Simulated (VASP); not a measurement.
# BaZrO3: single point with PBE

Crystal: BaZrO3.

```
CELL_PARAMETERS angstrom
4.18150 0.00000 0.00000
0.00000 4.18150 0.00000
0.00000 0.00000 4.18150
ATOMIC_POSITIONS crystal
Ba 0.50000 0.49366 0.49366
Zr 0.00000 0.00000 0.00000
O 0.50000 0.00000 0.00000
O 0.00000 0.50000 0.00000
O 0.00000 0.00000 0.50000
```

This cell differs from its parent crystal: all Ba atoms moved +0.037 Å, as atom 1 towards its neighbour atom 3 (O) at 2.957 Å.

```json
{"Program": "VASP 6.6.1", "Task": "single point", "Functional": "PBE", "Potentials or basis": "VASP PAW PBE potentials, release 64 (Ba_sv, Zr_sv, O)", "Cutoff": "520 eV", "k mesh": "6 × 6 × 6", "Occupations": "gaussian, width 0.05 eV", "Spin": "no spin polarisation"}
```

```json
{
  "Pressure": "6.4 GPa",
  "Largest force": "0.154 eV/Å",
  "Band gap on the k mesh": "3.20 eV (least direct gap 3.42 eV)"
}
```

Forces in eV/Å, atoms in the order of the input:
```
Ba   0.000  0.109  0.109
Zr   0.000 -0.094 -0.094
O    0.000  0.008  0.008
O    0.000 -0.030  0.008
O    0.000  0.008 -0.030
```

Levels at points of the mesh, in eV from the valence-band top:
```tsv
k point	band 16	band 17	band 18	band 19	band 20	band 21	band 22	band 23	band 24	band 25
(0.00, 0.00, 0.00)	-1.00	-1.00	-0.22	-0.22	-0.22	3.20	3.21	3.21	4.67	4.67
(0.50, 0.00, 0.00)	-1.77	-1.74	-1.67	-0.44	-0.44	3.66	5.76	5.76	6.46	6.72
(0.00, 0.50, 0.00)	-1.76	-1.74	-1.68	-0.44	-0.44	3.66	5.76	5.76	6.46	6.72
(0.50, 0.50, 0.00)	-2.42	-0.93	-0.93	-0.77	-0.08	5.72	5.72	6.50	6.54	7.74
(0.00, 0.50, 0.50)	-2.42	-0.93	-0.93	-0.77	-0.08	5.72	5.73	6.50	6.54	7.74
(0.50, 0.50, 0.50)	-2.54	-2.54	0.00	0.00	0.00	6.01	6.01	6.01	7.06	7.06
```

It took 54 s on 1 thread of AMD EPYC 9R45 96-Core Processor (Zen 5) (shared host), peak memory 0.22 GiB.

Caveat: the cell differs from its parent crystal (all Ba atoms moved +0.037 Å, as atom 1 towards its neighbour atom 3 (O) at 2.957 Å); the cell stands under pressure; spin-orbit coupling is left out, which moves the levels of the heavy elements. A k mesh can miss the band edges.
